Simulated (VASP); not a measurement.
Wanted: the native input for a VASP 6.6.1 run.

- Task: single point
- Functional: PBE
- Potentials or basis: VASP PAW PBE potentials, release 64 (Be, S)
- Cutoff: 520 eV
- k mesh: 8 × 8 × 8
- Occupations: gaussian, width 0.01 eV
- Spin: no spin polarisation
- Dipole correction: no
- Further INCAR settings: ALGO = Normal; EDIFF = 1e-06; NBANDS = 11

The structure of BeS lies in POSCAR:

```
BeS
1.0
    0.0000000000      2.2673611399      2.2673611399
    2.2673611399      0.0000000000      2.2673611399
    2.2673611399      2.2673611399      0.0000000000
Be S
1 1
Direct
    0.0000000000      0.0000000000      0.0000000000
    0.5000000000      0.5000000000      0.5000000000
```

This cell differs from its parent crystal: volume changed by -6%.

The input as run:

INCAR

```
PREC = Accurate ; ENCUT = 520
EDIFF = 1E-6 ; ISMEAR = 0
SIGMA = 0.01 ; LREAL = F
LASPH = T ; NELM = 100
ALGO = Normal ; ISIF = 2
LWAVE = F ; LCHARG = F
GGA = PE ; NBANDS = 11
```

KPOINTS

```
regular mesh
0
Gamma
  8 8 8
```

Potentials or basis: VASP PAW PBE potentials, release 64 (Be, S).

Command:

```bash
$ cat potpaw_PBE.64/Be/POTCAR potpaw_PBE.64/S/POTCAR > POTCAR
$ mpirun -np 1 vasp_std > vasp.out
```

It gave:

```
Pressure               : 7.5 GPa
Band gap on the k mesh : 1.03 eV, indirect (least direct gap 4.38 eV)
```

Run time: 2.5 s on 1 thread of Intel(R) Xeon(R) 6975P-C (Granite Rapids) (shared host), peak memory 0.13 GiB.
